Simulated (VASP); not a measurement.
Set up this calculation in VASP 6.6.1, as the native input.

```yaml
Task: single point
Functional: PBE
Potentials_or_basis: VASP PAW PBE potentials, release 64 (K_sv, Ba_sv, I)
Cutoff: 520 eV
k_mesh: 4 × 4 × 4
Occupations: gaussian, width 0.01 eV
Spin: no spin polarisation
Dipole_correction: no
Further_INCAR_settings: ALGO = Normal; EDIFF = 1e-06; NBANDS = 28
```

The structure of KBaI3 lies in POSCAR:

```
KBaI3
1.0
    6.7191904058      0.0000000000      0.0000000000
    0.0000000000      6.7191904058      0.0000000000
    0.0000000000      0.0000000000      6.7191904058
K Ba I
1 1 3
Direct
    0.0000000000      0.0000000000      0.0000000000
    0.5000000000      0.5000000000      0.5000000000
    0.5000000000      0.5000000000      0.0000000000
    0.5000000000      0.0000000000      0.5000000000
    0.0000000000      0.5000000000      0.5000000000
```

These files were run (other wordings do the same):

INCAR

```
SYSTEM = KBaI3
ALGO = Normal
EDIFF = 1E-6
ENCUT = 520
GGA = PE
ISIF = 2
ISMEAR = 0
LASPH = .TRUE.
LCHARG = .FALSE.
LREAL = .FALSE.
LWAVE = .FALSE.
NBANDS = 28
NELM = 60
PREC = Accurate
SIGMA = 0.01
```

KPOINTS

```
k-points
0
G
  4 4 4
  0 0 0
```

Potentials or basis: VASP PAW PBE potentials, release 64 (K_sv, Ba_sv, I).

The run is started by

```sh
$ cat potpaw_PBE.64/K_sv/POTCAR potpaw_PBE.64/Ba_sv/POTCAR potpaw_PBE.64/I/POTCAR > POTCAR
$ mpirun -np 1 vasp_std > vasp.out
```

Results of the run:

| Item | Value |
| --- | --- |
| Pressure | 0.2 GPa |
| Band gap on the k mesh | 3.09 eV (least direct gap 3.27 eV) |

Caveat: spin-orbit coupling is left out, which moves the levels of the heavy elements.

Run time: 110 s on 1 thread of Intel(R) Xeon(R) Platinum 8259CL CPU @ 2.50GHz (Skylake/Cascade Lake), on a shared host, peak memory 0.39 GiB.
